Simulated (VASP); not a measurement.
# Os (P6_3/mmc) in VASP: a series of runs, part 2 of 2

VASP 6.6.1.

## 4. Single point, RPBE

The input, INCAR:

```
  ALGO = Normal
  EDIFF = 1E-6
  ENCUT = 520
  GGA = RP
  ISIF = 2
  ISMEAR = 0
  LASPH = True
  LCHARG = False
  LREAL = False
  LWAVE = False
  NBANDS = 15
  NELM = 100
  PREC = Accurate
  SIGMA = 0.1
```

The input, KPOINTS:

```
k-points
0
Gamma
  11 11 6
```

The input, POSCAR:

```
Os
1.0
    2.7341000000      0.0000000000      0.0000000000
   -1.3670500000      2.3678000565      0.0000000000
    0.0000000000      0.0000000000      4.3197000000
Os
2
Direct
    0.6666666667      0.3333333333      0.7500000000
    0.3333333333      0.6666666667      0.2500000000
```

Potentials or basis: VASP PAW PBE potentials, release 64 (Os).

Command:

```console
$ cat potpaw_PBE.64/Os/POTCAR > POTCAR
$ mpirun -np 1 vasp_std > vasp.out
```

OUTCAR:

```text
EDIFF = 1E-6
   ENCUT = 520
   GGA = RP
   ISIF = 2
   ISMEAR = 0
   LASPH = True
   LREAL = False
   NELM = 100
   PREC = Accurate

 ion  position               nearest neighbor table
   1  0.667  0.333  0.750-   2 2.68   2 2.68   2 2.68   2 2.68   2 2.68   2 2.68
   2  0.333  0.667  0.250-   1 2.68   1 2.68   1 2.68   1 2.68   1 2.68   1 2.68

  LATTYP: Found a hexagonal cell.
 ALAT       =     2.7341000000
 C/A-ratio  =     1.5799348963

  Lattice vectors:

 A1 = (   2.7341000000,   0.0000000000,   0.0000000000)
 A2 = (  -1.3670500000,   2.3678000565,   0.0000000000)
 A3 = (   0.0000000000,   0.0000000000,   4.3197000000)

Analysis of symmetry for initial positions (statically):
=====================================================================
 Subroutine PRICEL returns:
 Original cell was already a primitive cell.

 Routine SETGRP: Setting up the symmetry group for a
 hexagonal supercell.

 Subroutine GETGRP returns: Found 24 space group operations
 (whereof 12 operations were pure point group operations)
 out of a pool of 24 trial point group operations.

The static configuration has the point symmetry D_3d.
 The point group associated with its full space group is D_6h.

Analysis of symmetry for dynamics (positions and initial velocities):
=====================================================================
 Subroutine PRICEL returns:
 Original cell was already a primitive cell.

 Routine SETGRP: Setting up the symmetry group for a
 hexagonal supercell.

 Subroutine GETGRP returns: Found 24 space group operations
 (whereof 12 operations were pure point group operations)
 out of a pool of 24 trial point group operations.

The dynamic configuration has the point symmetry D_3d.
 The point group associated with its full space group is D_6h.

 Subroutine INISYM returns: Found 24 space group operations
 (whereof 12 operations are pure point group operations),
 and found     1 'primitive' translations

[... 119 lines left out ...]
   GGA     = RP    functional components
   LHFCALC =     F    Hartree Fock is set to
   AEXX    =    0.0000 exact exchange contribution
   IVDW    =     0    specifies the selected vdW correction
   LEPSILON=     F    determine dielectric tensor
   LRPA    =     F    only Hartree local field effects (RPA)
 non-spin polarized calculation
 Gauss-broadening in eV      SIGMA  =   0.10
  energy-cutoff  :      520.00
  volume of cell :       27.96
 maximum number of plane-waves:       768
   NGX = 11   NGY = 11   NGZ = 17

 number of electron      15.9999998 magnetization

 Free energy of the ion-electron system (eV)
  ---------------------------------------------------
  ext. energy  EPLUGINS =         0.00000000
  ---------------------------------------------------
  free energy    TOTEN  =       -21.15801086 eV

  energy without entropy =      -21.15076103  energy(sigma->0) =      -21.15438595

 E-fermi :   9.4985     XC(G=0): -14.0320

 val. band max:        9.4787293277   @ k =   0.0909   0.0000   0.3333
 cond. band min:       9.5617442539   @ k =   0.3636   0.0909   0.3333
 fundamental gap:      0.0830149261
 Fermi energy:         9.4984703377

 k-point     1 :       0.0000    0.0000    0.0000
  band No.  band energies     occupation
      1      -1.3876      2.00000
      2       1.7596      2.00000
      3       6.4966      2.00000
      4       6.4966      2.00000
      5       6.7478      2.00000
      6       7.3383      2.00000
      7       7.3383      2.00000
      8       7.9842      2.00000
      9       7.9842      2.00000
     10       9.5643      0.35176
     11      11.2329      0.00000
     12      11.2329      0.00000
     13      18.6441      0.00000
     14      23.5504      0.00000
[... 401 lines left out ...]
      2       3.3634      2.00000
      3       4.7688      2.00000
      4       4.9928      2.00000
      5       6.2472      2.00000
      6       6.8646      2.00000
      7       7.4405      2.00000
      8       8.3936      2.00000
      9       9.0035      2.00000
     10       9.3823      1.89973
     11      11.6717      0.00000
     12      15.0938      0.00000
     13      20.1046      0.00000
     14      24.6633      0.00000
     15      25.7519      0.00000

 [... further k-points ...]
[... 5 lines left out ...]
  --------------------------------------------------------------------------------------
  -------------------------------------------------------------------------------------
  Total        2.1930505      2.1930505      2.2617214      0.0000000     -0.0000000      0.0000000
  in kB      125.6452870    125.6452870    129.5796133      0.0000000     -0.0000000      0.0000000
  external PRESSURE =     126.9567291 kB  Pullay stress =       0.0000000 kB

 VOLUME and BASIS-vectors are now :
 -----------------------------------------------------------------------------
  energy-cutoff  :      520.00
  volume of cell :       27.96
      direct lattice vectors                 reciprocal lattice vectors
     2.734100000  0.000000000  0.000000000     0.365751070  0.211166479  0.000000000
    -1.367050000  2.367800057  0.000000000     0.000000000  0.422332957  0.000000000
     0.000000000  0.000000000  4.319700000     0.000000000  0.000000000  0.231497558

 POSITION                                       TOTAL-FORCE (eV/Angst)
 -----------------------------------------------------------------------------------
      1.36705      0.78927      3.23977         0.000000     -0.000000      0.000000
     -0.00000      1.57853      1.07993        -0.000000      0.000000      0.000000
 -----------------------------------------------------------------------------------
    total drift:                               -0.000000      0.000000     -0.000000

  FREE ENERGIE OF THE ION-ELECTRON SYSTEM (eV)
  ---------------------------------------------------
  free  energy   TOTEN  =       -21.1580108645 eV

  energy  without entropy=      -21.1507610263  energy(sigma->0) =      -21.15438595
```

OSZICAR:

```text
N       E                     dE             d eps       ncg     rms          rms(c)
DAV:   1     0.102930247980E+03    0.10293E+03   -0.75272E+03  1928   0.103E+03
DAV:   2    -0.176409543296E+02   -0.12057E+03   -0.10549E+03  1955   0.324E+02
DAV:   3    -0.224344253142E+02   -0.47935E+01   -0.45971E+01  2627   0.567E+01
DAV:   4    -0.224720810226E+02   -0.37656E-01   -0.37621E-01  2081   0.518E+00
DAV:   5    -0.224722751706E+02   -0.19415E-03   -0.19414E-03  2634   0.352E-01    0.225E+01
DAV:   6    -0.214740581498E+02    0.99822E+00   -0.79707E-01  2417   0.745E+00    0.106E+01
DAV:   7    -0.211651409870E+02    0.30892E+00   -0.61874E-01  2431   0.643E+00    0.499E-01
DAV:   8    -0.211598705814E+02    0.52704E-02   -0.67055E-03  1983   0.638E-01    0.330E-01
DAV:   9    -0.211580227750E+02    0.18478E-02   -0.14583E-03  2382   0.389E-01    0.335E-02
DAV:  10    -0.211580341366E+02   -0.11362E-04   -0.49387E-05  2459   0.581E-02    0.749E-03
DAV:  11    -0.211580121785E+02    0.21958E-04   -0.39614E-06  2158   0.224E-02    0.171E-03
DAV:  12    -0.211580110613E+02    0.11172E-05   -0.79984E-08  1275   0.303E-03    0.834E-04
DAV:  13    -0.211580108645E+02    0.19684E-06   -0.80920E-09  1177   0.800E-04
   1 F= -.21158011E+02 E0= -.21154386E+02  d E =-.724984E-02
```

Run time: 27 s. Hardware: 1 thread of Intel Xeon 8259CL, shared host; peak memory 0.15 GiB.

What came out:

| Quantity | Value |
| --- | --- |
| Free energy | -21.1580 eV |
| Pressure | 12.7 GPa |
| Band gap on the k mesh | zero (band 8 reaches 11.64 eV, above the bottom of band 9 at 7.75 eV) |

Levels at points of the mesh, in eV from the Fermi level:
```csv
k point,band 5,band 6,band 7,band 8,band 9,band 10,band 11,band 12
"(0.00, 0.00, 0.00)",-2.75,-2.16,-2.16,-1.51,-1.51,0.07,1.73,1.73
"(0.00, 0.00, 0.50)",-3.20,-3.20,-3.20,-3.20,0.94,0.94,0.94,0.94
```

Caveat: the PAW data sets were made with another functional, which shifts forces and pressure a little; spin-orbit coupling is left out, which moves the levels of the heavy elements.

## 5. Single point, PBE

The input, INCAR:

```
ALGO = Fast
EDIFF = 1E-6
ENCUT = 520
GGA = PE
ISIF = 2
ISMEAR = 0
LASPH = T
LCHARG = T
LELF = T
LREAL = F
LVHAR = T
LWAVE = F
NBANDS = 15
NELM = 60
PREC = Accurate
SIGMA = 0.027000000000000003
```

KPOINTS is that of step 4.

POSCAR is that of step 4.

Command:

```console
$ cat potpaw_PBE.64/Os/POTCAR > POTCAR
$ mpirun -np 1 vasp_std > vasp.out
```

Wall time 34 s (1 thread of Intel Xeon 8259CL, shared host); peak memory 0.15 GiB.

Results (log left out):

| Item | Value |
| --- | --- |
| Free energy | -22.4681 eV |
| Pressure | 8.7 GPa |
| Band gap on the k mesh | zero (band 8 reaches 11.57 eV, above the bottom of band 9 at 7.68 eV) |

Stress tensor (GPa, compression positive):
```
8.65 0.00 0.00
0.00 8.65 0.00
0.00 0.00 8.94
```

Levels at points of the mesh, in eV from the Fermi level:
| k point | band 6 | band 7 | band 8 | band 9 | band 10 | band 11 |
| --- | --- | --- | --- | --- | --- | --- |
| (0.00, 0.00, 0.00) | -2.15 | -2.15 | -1.50 | -1.50 | 0.08 | 1.75 |
| (0.00, 0.00, 0.50) | -3.19 | -3.19 | -3.19 | 0.96 | 0.96 | 0.96 |

Caveat: spin-orbit coupling is left out, which moves the levels of the heavy elements.

## 6. Summary

| level | smearing | gap on the mesh (eV) | pressure (GPa) |
| --- | --- | --- | --- |
| PBE | gaussian 0.024 eV | none | 8.8 |
| PBE | gaussian 0.012 eV | none | 8.7 |
| RPBE | gaussian 0.1 eV | none | 12.7 |
| PBE | gaussian 0.027 eV | none | 8.7 |

Alike in all rows: task single point; potentials or basis VASP PAW PBE potentials, release 64 (Os); no spin polarisation; cell as given; k mesh 11 × 11 × 6; cutoff (eV) 520.

Every run on the cell as given and a fine mesh finds a metal. The pressure there spans 8.7 GPa (PBE) to 12.7 GPa (RPBE); a positive pressure means that this level wants a larger cell, a negative one a smaller.

Caveats: spin-orbit coupling is left out, which moves the levels of the heavy elements; the PAW data sets were made with another functional, which shifts forces and pressure a little (some runs).

Total energies depend on the potentials used, so only differences within one code and one set of settings carry meaning.
